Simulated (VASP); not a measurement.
Runs of VASP 6.6.1 on Si. The structure is that of space group Im-3m (No. 229), or close to it. The cells are those of the table. This isn't the form of Si at room conditions, which is diamond.

```tsv
task	cell	gap on the mesh (eV)	pressure (GPa)
single point	a = 2.512 Å, angles 109.5°, 1 atom	none	20.0
single point	a = 2.637 Å, angles 109.5°, 1 atom	none	0.1
relaxation of cell and atoms	relaxed to 20 GPa from a = 2.711 Å, angles 109.5°, 1 atom	none	19.9
relaxation of cell and atoms	relaxed to 10 GPa from a = 2.711 Å, angles 109.5°, 1 atom	none	9.9
single point	a = 2.566 Å, angles 109.5°, 1 atom	none	10.1
relaxation of cell and atoms	relaxed from a = 2.711 Å, angles 109.5°, 1 atom	none	0.0
relaxation of cell and atoms	relaxed to 30 GPa from a = 2.711 Å, angles 109.5°, 1 atom	none	29.9
single point	a = 2.469 Å, angles 109.5°, 1 atom	none	(a)
```

Alike in all rows: level r2SCAN; potentials or basis VASP PAW PBE potentials, release 64 (Si); no spin polarisation; k mesh 10 × 10 × 10; cutoff (eV) 550; smearing methfessel-paxton 0.05 eV.

Question: Fill in the values left out.

Answer: (a) 30.0.

Caveats: the PAW data sets were made with another functional, which shifts forces and pressure a little; the cell stands under pressure (at least some runs); the cell is relaxed towards a set pressure, so the run minimises the enthalpy, not the energy (at least some runs).

A gap of «none» marks levels without a gap at the run's occupations.
